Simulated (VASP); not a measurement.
Set up this calculation in VASP 6.6.1, as the native input.

- Task: single point
- Functional: PBE
- Potentials or basis: VASP PAW PBE potentials, release 64 (Sn_d, Ge_d, Se)
- Cutoff: 520 eV
- k mesh: 6 × 6 × 2
- Occupations: gaussian, width 0.1 eV
- Spin: no spin polarisation
- Dipole correction: no
- Further INCAR settings: ALGO = Normal; EDIFF = 1e-06; NBANDS = 35

The structure of Sn2GeSe2 lies in POSCAR:

```
Sn2GeSe2
1.0
    4.4822286000      0.0000000000      0.0000000000
   -2.2411143000      3.8817238300      0.0000000000
    0.0000000000      0.0000000000      8.7648837400
Sn Ge Se
2 1 2
Direct
    0.0000000000      0.0000000000      0.7055339800
    0.0000000000      0.0000000000      0.2944660200
    0.6666666700      0.3333333300      0.0000000000
    0.6666666700      0.3333333300      0.5000000000
    0.3333333300      0.6666666700      0.0000000000
```

The cell was built from a structure type or drawn by symmetry, and may not be a known phase.

One way to write it, as run:

INCAR

```
SYSTEM = Sn2GeSe2
PREC = Accurate
ENCUT = 520
EDIFF = 1E-6
ISMEAR = 0
SIGMA = 0.1
LREAL = .FALSE.
LASPH = .TRUE.
NELM = 100
ALGO = Normal
ISIF = 2
LWAVE = .FALSE.
LCHARG = .TRUE.
GGA = PE
LELF = .TRUE.
LVHAR = .TRUE.
NBANDS = 35
```

KPOINTS

```
Automatic mesh
0
G
  6 6 2
  0 0 0
```

Potentials or basis: VASP PAW PBE potentials, release 64 (Sn_d, Ge_d, Se).

Run with:

```sh
$ cat potpaw_PBE.64/Sn_d/POTCAR potpaw_PBE.64/Ge_d/POTCAR potpaw_PBE.64/Se/POTCAR > POTCAR
$ mpirun -np 1 vasp_std > vasp.out
```

Results of the run:

The pressure is -2.2 GPa. The largest force is 0.137 eV/Å and the band gap on the k mesh is zero (bands 27 and 28 overlap by 0.41 eV).

Caveat: spin-orbit coupling is left out, which moves the levels of the heavy elements.

Wall time 92 s on 1 thread of Intel Xeon 8259CL (shared host), peak memory 0.32 GiB.
